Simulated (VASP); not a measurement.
Here is a VASP 6.6.1 calculation.

The input INCAR:

```
SYSTEM = Hf
PREC = Accurate
ENCUT = 600
EDIFF = 1E-7
ISMEAR = -1
SIGMA = 0.1
LREAL = .FALSE.
LASPH = .TRUE.
NELM = 100
ALGO = Normal
ISIF = 3
LWAVE = .FALSE.
LCHARG = .FALSE.
GGA = PS
IBRION = 2
NSW = 32
EDIFFG = -0.005
PSTRESS = 710.0
```

KPOINTS

```
Automatic mesh
0
G
  17 17 17
  0 0 0
```

POSCAR

```
Hf
1.0
   -1.5458076098      1.5458076098      1.5458076098
    1.5458076098     -1.5458076098      1.5458076098
    1.5458076098      1.5458076098     -1.5458076098
Hf
1
Direct
    0.0000000000      0.0000000000      0.0000000000
```

Potentials or basis: VASP PAW PBE potentials, release 64 (Hf_pv).

The run is started by

```bash
$ cat potpaw_PBE.64/Hf_pv/POTCAR > POTCAR
$ mpirun -np 1 vasp_std > vasp.out
```

Task: What does it give for the band gap on the k mesh?

Result: Zero (band 5 reaches 9.27 eV, above the bottom of band 6 at 6.40 eV).

Task: Estimate the relaxed volume.

Result: 14.75 Å³/atom.

Task: Predict the space group after relaxing (to 0.05 Å).

Result: Im-3m (No. 229).

Task: Predict the relaxed cell.

Result: a = 2.676 Å, b = 2.676 Å, c = 2.676 Å, α = 109.47°, β = 109.47°, γ = 109.47°.

The path:
| step | energy change (eV) | largest force (eV/Å) | pressure (GPa) | volume (Å³) |
| --- | --- | --- | --- | --- |
| 1 | 0.0000 | 0.0000 | 70.57 | 14.77 |
| 2 | 0.0377 | 0.0000 | 72.36 | 14.69 |
| 3 | 0.0092 | 0.0000 | 71.00 | 14.75 |

Caveat: the cell is relaxed towards a set pressure, so the enthalpy falls and the energy may rise; the PAW data sets were made with another functional, which shifts forces and pressure a little; spin-orbit coupling is left out, which moves the levels of the heavy elements.
